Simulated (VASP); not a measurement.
# Si (Im-3m) in VASP: notebook

Si is run at these levels: revPBE; tasks: single point, relaxation of cell and atoms.

All numbers are computed with VASP 6.6.1; they aren't measurements. Logs are shortened: lines on timing, memory, paths and dates and some standing lists are left out, and cuts for length are marked.

### 1 The cell of the first run

It takes space group Im-3m (No. 229, cubic). The conventional cell has a = 3.131 Å, b = 3.131 Å, c = 3.131 Å, α = 90.00°, β = 90.00°, γ = 90.00°. Within 3.6 Å of Si (site symmetry m-3m) lie 14 Si at 2.71 to 3.13 Å.

### 2 Single point, revPBE (volume scaled by 1.04)

INCAR reads:

```
SYSTEM = Si
ALGO = Normal ; EDIFF = 1E-6
ENCUT = 520 ; GGA = RE
ISIF = 2 ; ISMEAR = -1
LASPH = .True. ; LCHARG = .True.
LELF = .True. ; LREAL = .False.
LVHAR = .True. ; LWAVE = .False.
NBANDS = 8 ; NELM = 100
PREC = Accurate ; SIGMA = 0.1
```

KPOINTS reads:

```
k-points
0
Gamma
  16 16 16
  0 0 0
```

POSCAR reads:

```
Si
1.0
   -1.5652772977      1.5652772977      1.5652772977
    1.5652772977     -1.5652772977      1.5652772977
    1.5652772977      1.5652772977     -1.5652772977
Si
1
Direct
    0.0000000000      0.0000000000      0.0000000000
```

Potentials or basis: VASP PAW PBE potentials, release 64 (Si).

Launch:

```bash
cat potpaw_PBE.64/Si/POTCAR > POTCAR
mpirun -np 1 vasp_std > vasp.out
```

OUTCAR:

```text
SYSTEM = Si
   EDIFF = 1E-6
   ENCUT = 520
   GGA = RE
   ISIF = 2
   ISMEAR = -1
   LASPH = .True.
   LREAL = .False.
   NELM = 100
   PREC = Accurate

 ion  position               nearest neighbor table
   1  0.000  0.000  0.000-

  LATTYP: Found a body centered cubic cell.
 ALAT       =     3.1305545954

  Lattice vectors:

 A1 = (  -1.5652772977,   1.5652772977,   1.5652772977)
 A2 = (   1.5652772977,  -1.5652772977,   1.5652772977)
 A3 = (   1.5652772977,   1.5652772977,  -1.5652772977)

Analysis of symmetry for initial positions (statically):
=====================================================================
 Subroutine PRICEL returns:
 Original cell was already a primitive cell.

 Routine SETGRP: Setting up the symmetry group for a
 body centered cubic supercell.

 Subroutine GETGRP returns: Found 48 space group operations
 (whereof 48 operations were pure point group operations)
 out of a pool of 48 trial point group operations.

The static configuration has the point symmetry O_h .

Analysis of symmetry for dynamics (positions and initial velocities):
=====================================================================
 Subroutine PRICEL returns:
 Original cell was already a primitive cell.

 Routine SETGRP: Setting up the symmetry group for a
 body centered cubic supercell.

 Subroutine GETGRP returns: Found 48 space group operations
 (whereof 48 operations were pure point group operations)
 out of a pool of 48 trial point group operations.

The dynamic configuration has the point symmetry O_h .

 Subroutine INISYM returns: Found 48 space group operations
 (whereof 48 operations are pure point group operations),
 and found     1 'primitive' translations

----------------------------------------------------------------------------------------

                                     Primitive cell

  volume of cell :      15.3403

  direct lattice vectors                    reciprocal lattice vectors
    -1.565277298  1.565277298  1.565277298     0.000000000  0.319432219  0.319432219
     1.565277298 -1.565277298  1.565277298     0.319432219  0.000000000  0.319432219
     1.565277298  1.565277298 -1.565277298     0.319432219  0.319432219  0.000000000

  length of vectors
     2.711139808  2.711139808  2.711139808     0.451745376  0.451745376  0.451745376

  position of ions in fractional coordinates (direct lattice)
     0.000000000  0.000000000  0.000000000

  ion indices of the primitive-cell ions
   primitive index   ion index
                 1           1

----------------------------------------------------------------------------------------

 KPOINTS: k-points

Automatic generation of k-mesh.
 Grid dimensions read from file:
 generate k-points for:   16   16   16

 Generating k-lattice:

  Cartesian coordinates                     Fractional coordinates (reciprocal lattice)
     0.000000000  0.019964514  0.019964514     0.062500000  0.000000000  0.000000000
     0.019964514  0.000000000  0.019964514     0.000000000  0.062500000  0.000000000
     0.019964514  0.019964514  0.000000000     0.000000000  0.000000000  0.062500000

  Length of vectors
     0.028234086  0.028234086  0.028234086

  Shift w.r.t. Gamma in fractional coordinates (k-lattice)
     0.000000000  0.000000000  0.000000000

 Subroutine IBZKPT returns following result:
 ===========================================

 Found    145 irreducible k-points:

 Following reciprocal coordinates:
            Coordinates               Weight
  0.000000  0.000000  0.000000      1.000000
  0.062500  0.000000  0.000000     12.000000
  0.125000  0.000000  0.000000     12.000000
  0.187500  0.000000  0.000000     12.000000
  0.250000  0.000000  0.000000     12.000000
  0.312500  0.000000  0.000000     12.000000
[... 16 lines left out ...]
  0.187500  0.187500  0.000000     24.000000
  0.250000  0.187500  0.000000     48.000000
 [... further k-points ...]
   k-points           NKPTS =    145   k-points in BZ     NKDIM =    145   number of bands    NBANDS=      8
   number of dos      NEDOS =    301   number of ions     NIONS =      1
   total plane-waves  NPLWV =   8000
   dimension x,y,z NGX =    20 NGY =   20 NGZ =   20
   dimension x,y,z NGXF=    40 NGYF=   40 NGZF=   40
   ions per type =               1
   NGX,Y,Z   is equivalent  to a cutoff of  12.26, 12.26, 12.26 a.u.
   NGXF,Y,Z  is equivalent  to a cutoff of  24.53, 24.53, 24.53 a.u.
 SYSTEM =  Si
   PREC   = accura    normal or accurate (medium, high low for compatibility)
   ISTART =      0    job   : 0-new  1-cont  2-samecut
   ICHARG =      2    charge: 1-file 2-atom 10-const
   ISPIN  =      1    spin polarized calculation?
   LNONCOLLINEAR =      F non collinear calculations
   LSORBIT =      F    spin-orbit coupling
   LASPH  =      T    aspherical Exc in radial PAW
   ENCUT  =  520.0 eV  38.22 Ry    6.18 a.u.   5.04  5.04  5.04*2*pi/ulx,y,z
   NELM   =    100;   NELMIN=  2; NELMDL= -5     # of ELM steps
   EDIFF  = 0.1E-05   stopping-criterion for ELM
   LREAL  =      F    real-space projection
   EDIFFG = 0.1E-04   stopping-criterion for IOM
   NSW    =      0    number of steps for IOM
   IBRION =     -1    ionic relax: 0-MD 1-quasi-New 2-CG
   NFREE  =      0    steps in history (QN), initial steepest desc. (CG)
   ISIF   =      2    stress and relaxation
   ISYM   =      2    0-nonsym 1-usesym 2-fastsym
   POTIM  = 0.5000    time-step for ionic-motion
   TEBEG  =    0.0;   TEEND  =   0.0 temperature during run
   PSTRESS=    0.0 pullay stress
   NELECT =       4.0000    total number of electrons
   NUPDOWN=      -1.0000    fix difference up-down
   EMIN   =  10.00;   EMAX   =-10.00  energy-range for DOS
   EFERMI =   0.00;   METHOD = LEGACY
   ISMEAR =    -1;   SIGMA  =   0.10  broadening in eV -4-tet -1-fermi 0-gaus
   EFERMI_NEDOS =   21; number of points for ismear=-14 and -15
   IALGO  =     38    algorithm
   IMIX   =      4    mixing-type and parameters
     AMIX     =   0.40;   BMIX     =  1.00
     AMIX_MAG =   1.60;   BMIX_MAG =  1.00
  volume/ion in A,a.u.               =      15.34       103.52
  Fermi-wavevector in a.u.,A,eV,Ry     =   1.045884  1.976434 14.883052  1.093873
  Thomas-Fermi vector in A             =   2.180699
   LORBIT       =      0    0 simple, 1 ext, 2 COOP (PROOUT), +10 PAW based schemes
   GGA     = RE    functional components
   LHFCALC =     F    Hartree Fock is set to
   AEXX    =    0.0000 exact exchange contribution
   IVDW    =     0    specifies the selected vdW correction
   LEPSILON=     F    determine dielectric tensor
   LRPA    =     F    only Hartree local field effects (RPA)
 non-spin polarized calculation
  energy-cutoff  :      520.00
  volume of cell :       15.34
 maximum number of plane-waves:       427
   NGX =  9   NGY =  9   NGZ =  9

 number of electron       4.0000000 magnetization

 Free energy of the ion-electron system (eV)
  ---------------------------------------------------
  ext. energy  EPLUGINS =         0.00000000
  ---------------------------------------------------
  free energy    TOTEN  =        -4.67135771 eV

  energy without entropy =       -4.65375708  energy(sigma->0) =       -4.66255740

 E-fermi :   9.3349     XC(G=0): -10.9535

 val. band max:        9.3295992499   @ k =  -0.4375   0.5000   0.2500
 cond. band min:       9.3754160248   @ k =  -0.3750   0.5000   0.1250
 fundamental gap:      0.0458167749
 Fermi energy:         9.3349431810

 k-point     1 :       0.0000    0.0000    0.0000
  band No.  band energies     occupation
      1      -4.4427      2.00000
      2      20.2105      0.00000
      3      20.2105      0.00000
      4      20.2105      0.00000
      5      21.6301      0.00000
      6      21.6301      0.00000
      7      21.6301      0.00000
      8      25.2260      0.00000

 k-point     2 :       0.0625    0.0000    0.0000
  band No.  band energies     occupation
      1      -4.3269      2.00000
      2      18.8907      0.00000
      3      19.2877      0.00000
      4      20.0593      0.00000
      5      21.2504      0.00000
      6      22.2361      0.00000
      7      22.7468      0.00000
      8      24.4151      0.00000

 k-point     3 :       0.1250    0.0000    0.0000
  band No.  band energies     occupation
      1      -3.9799      2.00000
      2      16.5920      0.00000
      3      18.0776      0.00000
      4      19.6413      0.00000
      5      20.3926      0.00000
      6      22.1438      0.00000
      7      24.1701      0.00000
      8      24.5359      0.00000

 k-point     4 :       0.1875    0.0000    0.0000
  band No.  band energies     occupation
      1      -3.4028      2.00000
      2      14.0561      0.00000
      3      17.0180      0.00000
      4      19.0642      0.00000
      5      19.4337      0.00000
      6      21.2966      0.00000
      7      24.8729      0.00000
      8      25.1644      0.00000

 k-point     5 :       0.2500    0.0000    0.0000
  band No.  band energies     occupation
      1      -2.5977      2.00000
      2      11.5245      0.00000
      3      16.1436      0.00000
      4      18.4593      0.00000
      5      18.5574      0.00000
      6      20.4724      0.00000
      7      25.6540      0.00000
      8      25.8032      0.00000

 k-point     6 :       0.3125    0.0000    0.0000
  band No.  band energies     occupation
      1      -1.5677      2.00000
      2       9.1022      1.82222
      3      15.4616      0.00000
      4      17.8393      0.00000
      5      17.9237      0.00000
      6      19.7974      0.00000
      7      26.4007      0.00000
      8      26.8599      0.00000

 k-point     7 :       0.3750    0.0000    0.0000
  band No.  band energies     occupation
      1      -0.3172      2.00000
      2       6.8383      2.00000
      3      14.9740      0.00000
      4      17.3121      0.00000
      5      17.5135      0.00000
      6      19.3009      0.00000
      7      27.3511      0.00000
      8      27.9960      0.00000

 k-point     8 :       0.4375    0.0000    0.0000
  band No.  band energies     occupation
      1       1.1441      2.00000
      2       4.7630      2.00000
      3      14.6815      0.00000
      4      16.9912      0.00000
      5      17.2583      0.00000
      6      18.9975      0.00000
      7      28.4019      0.00000
      8      29.0595      0.00000

 k-point     9 :       0.5000    0.0000    0.0000
  band No.  band energies     occupation
      1       2.5699      2.00000
      2       3.1315      2.00000
      3      14.5839      0.00000
      4      16.8836      0.00000
      5      17.1718      0.00000
      6      18.8954      0.00000
      7      29.0520      0.00000
      8      29.5764      0.00000

 k-point    10 :       0.0625    0.0625    0.0000
  band No.  band energies     occupation
      1      -4.0955      2.00000
      2      17.5298      0.00000
      3      18.1128      0.00000
      4      19.2608      0.00000
      5      21.2951      0.00000
      6      22.4944      0.00000
      7      23.6680      0.00000
      8      23.8610      0.00000
[... 78 lines left out ...]
 k-point    18 :       0.1875    0.1250   -0.0000
  band No.  band energies     occupation
      1      -2.2536      2.00000
      2      11.7981      0.00000
      3      13.4731      0.00000
      4      16.6664      0.00000
      5      20.6534      0.00000
      6      22.0903      0.00000
      7      24.5973      0.00000
      8      26.8172      0.00000

 k-point    19 :       0.2500    0.1250    0.0000
  band No.  band energies     occupation
      1      -1.2253      2.00000
      2       9.4116      0.63435
      3      12.7284      0.00000
      4      16.0093      0.00000
      5      20.1361      0.00000
      6      22.1784      0.00000
      7      24.8462      0.00000
      8      28.3156      0.00000

 k-point    20 :       0.3125    0.1250    0.0000
  band No.  band energies     occupation
      1       0.0231      2.00000
      2       7.1604      2.00000
      3      12.2029      0.00000
      4      15.5264      0.00000
      5      19.6956      0.00000
      6      22.1513      0.00000
      7      25.5091      0.00000
      8      29.2274      0.00000

 k-point    21 :       0.3750    0.1250    0.0000
  band No.  band energies     occupation
      1       1.4819      2.00000
      2       5.0916      2.00000
      3      11.8879      0.00000
      4      15.2322      0.00000
      5      19.4155      0.00000
      6      22.0656      0.00000
      7      26.5332      0.00000
      8      28.9137      0.00000

 k-point    22 :       0.4375    0.1250    0.0000
  band No.  band energies     occupation
      1       2.9081      2.00000
      2       3.4610      2.00000
      3      11.7828      0.00000
      4      15.1334      0.00000
      5      19.3201      0.00000
      6      22.0257      0.00000
      7      27.6055      0.00000
      8      27.9304      0.00000

 k-point    23 :       0.1875    0.1875    0.0000
  band No.  band energies     occupation
      1      -1.3392      2.00000
      2      10.7555      0.00000
      3      11.2527      0.00000
      4      15.9253      0.00000
      5      21.0167      0.00000
      6      22.0206      0.00000
      7      25.8825      0.00000
      8      26.9776      0.00000

 k-point    24 :       0.2500    0.1875    0.0000
  band No.  band energies     occupation
      1      -0.2026      2.00000
      2       8.6481      1.99792
      3      10.4020      0.00005
      4      15.3532      0.00000
      5      20.8787      0.00000
      6      22.4712      0.00000
      7      26.1102      0.00000
      8      28.1671      0.00000

 [... further k-points ...]
[... 5 lines left out ...]
  --------------------------------------------------------------------------------------
  -------------------------------------------------------------------------------------
  Total       -0.3277575     -0.3277575     -0.3277575      0.0000000     -0.0000000     -0.0000000
  in kB      -34.2317708    -34.2317708    -34.2317708      0.0000000     -0.0000000     -0.0000000
  external PRESSURE =     -34.2317708 kB  Pullay stress =       0.0000000 kB

 VOLUME and BASIS-vectors are now :
 -----------------------------------------------------------------------------
  energy-cutoff  :      520.00
  volume of cell :       15.34
      direct lattice vectors                 reciprocal lattice vectors
    -1.565277298  1.565277298  1.565277298     0.000000000  0.319432219  0.319432219
     1.565277298 -1.565277298  1.565277298     0.319432219  0.000000000  0.319432219
     1.565277298  1.565277298 -1.565277298     0.319432219  0.319432219  0.000000000

 POSITION                                       TOTAL-FORCE (eV/Angst)
 -----------------------------------------------------------------------------------
      0.00000      0.00000      0.00000        -0.000000     -0.000000     -0.000000
 -----------------------------------------------------------------------------------
    total drift:                                0.000000      0.000000     -0.000000

  FREE ENERGIE OF THE ION-ELECTRON SYSTEM (eV)
  ---------------------------------------------------
  free  energy   TOTEN  =        -4.6713577132 eV

  energy  without entropy=       -4.6537570818  energy(sigma->0) =       -4.66255740
```

It took 13 s on 1 thread of Intel Xeon 8259CL, shared host; peak memory 0.13 GiB.

What came out:

```
Free energy            : -4.6714 eV
Pressure               : -3.4 GPa
Band gap on the k mesh : zero (band 2 reaches 20.21 eV, above the bottom of band 3 at 5.55 eV)
```

Caveat: the PAW data sets were made with another functional, which shifts forces and pressure a little.

### 3 Single point, revPBE (volume scaled by 1.08)

INCAR reads:

```
SYSTEM = Si
PREC     = Accurate       ! precision mode
ENCUT    = 520            ! plane-wave cutoff, eV
EDIFF    = 1E-6           ! SCF threshold, eV
ISMEAR   = -1             ! smearing method
SIGMA    = 0.1            ! smearing width, eV
LREAL    = .False.        ! projectors in reciprocal space
LASPH    = .True.         ! aspherical terms in the spheres
NELM     = 80             ! most SCF steps
ALGO     = Normal         ! electronic algorithm
ISIF     = 2              ! what is computed and relaxed
LWAVE    = .False.        ! write WAVECAR
LCHARG   = .False.        ! write CHGCAR
GGA      = RE             ! functional
NBANDS   = 8              ! bands
```

KPOINTS reads:

```
regular mesh
0
Gamma
  16 16 16
  0 0 0
```

POSCAR reads:

```
Si
1.0
   -1.5850930380      1.5850930380      1.5850930380
    1.5850930380     -1.5850930380      1.5850930380
    1.5850930380      1.5850930380     -1.5850930380
Si
1
Direct
    0.0000000000      0.0000000000      0.0000000000
```

Potentials or basis: VASP PAW PBE potentials, release 64 (Si).

Launch:

```bash
cat potpaw_PBE.64/Si/POTCAR > POTCAR
mpirun -np 1 vasp_std > vasp.out
```

Run time: 9.7 s. Hardware: 1 thread of Intel Xeon 8259CL, shared host; peak memory 0.13 GiB.

Results (log left out):

```
Free energy            : -4.6537 eV
Pressure               : -6.1 GPa
Band gap on the k mesh : zero (band 2 reaches 19.28 eV, above the bottom of band 3 at 5.24 eV)
```

Levels at points of the mesh, in eV from the Fermi level:
```csv
k point,band 1,band 2,band 3,band 4,band 5,band 6
"(0.00, 0.00, 0.00)",-13.45,10.41,10.41,10.41,12.13,12.13
"(0.50, 0.00, 0.00)",-6.69,-5.98,5.04,7.52,7.59,9.32
"(0.50, 0.50, 0.50)",-0.44,-0.44,-0.44,0.39,2.61,2.61
```

Caveat: the PAW data sets were made with another functional, which shifts forces and pressure a little.

### 4 Single point, revPBE (volume scaled by 1.12)

INCAR reads:

```
SYSTEM = Si
ALGO     = Normal         ! electronic algorithm
EDIFF    = 1E-7           ! SCF threshold, eV
ENCUT    = 520            ! plane-wave cutoff, eV
GGA      = RE             ! functional
ISIF     = 2              ! what is computed and relaxed
ISMEAR   = -1             ! smearing method
LASPH    = .True.         ! aspherical terms in the spheres
LCHARG   = .False.        ! write CHGCAR
LREAL    = .False.        ! projectors in reciprocal space
LWAVE    = .False.        ! write WAVECAR
NBANDS   = 8              ! bands
NELM     = 60             ! most SCF steps
PREC     = Accurate       ! precision mode
SIGMA    = 0.1            ! smearing width, eV
```

KPOINTS reads:

```
k-points
0
Gamma
  16 16 16
  0 0 0
```

POSCAR reads:

```
Si
1.0
   -1.6044253461      1.6044253461      1.6044253461
    1.6044253461     -1.6044253461      1.6044253461
    1.6044253461      1.6044253461     -1.6044253461
Si
1
Direct
    0.0000000000      0.0000000000      0.0000000000
```

Launch:

```bash
cat potpaw_PBE.64/Si/POTCAR > POTCAR
mpirun -np 1 vasp_std > vasp.out
```

Wall time 14 s (1 thread of Intel Xeon 8259CL, shared host); peak memory 0.14 GiB.

Results (log left out):

```yaml
Free_energy: -4.6272 eV
Pressure: -8.2 GPa
Band_gap_on_the_k_mesh: zero (band 2 reaches 18.41 eV, above the bottom of band 3 at 4.96 eV)
```

Levels at points of the mesh, in eV from the Fermi level:
```csv
k point,band 1,band 2,band 3,band 4,band 5,band 6
"(0.00, 0.00, 0.00)",-13.14,9.99,9.99,9.99,11.98,11.98
"(0.50, 0.00, 0.00)",-6.62,-5.77,4.85,7.36,7.50,9.11
"(0.50, 0.50, 0.50)",-0.43,-0.43,-0.43,0.05,2.73,2.73
```

Caveat: the PAW data sets were made with another functional, which shifts forces and pressure a little.

(Part 1 of 2 ends here.)
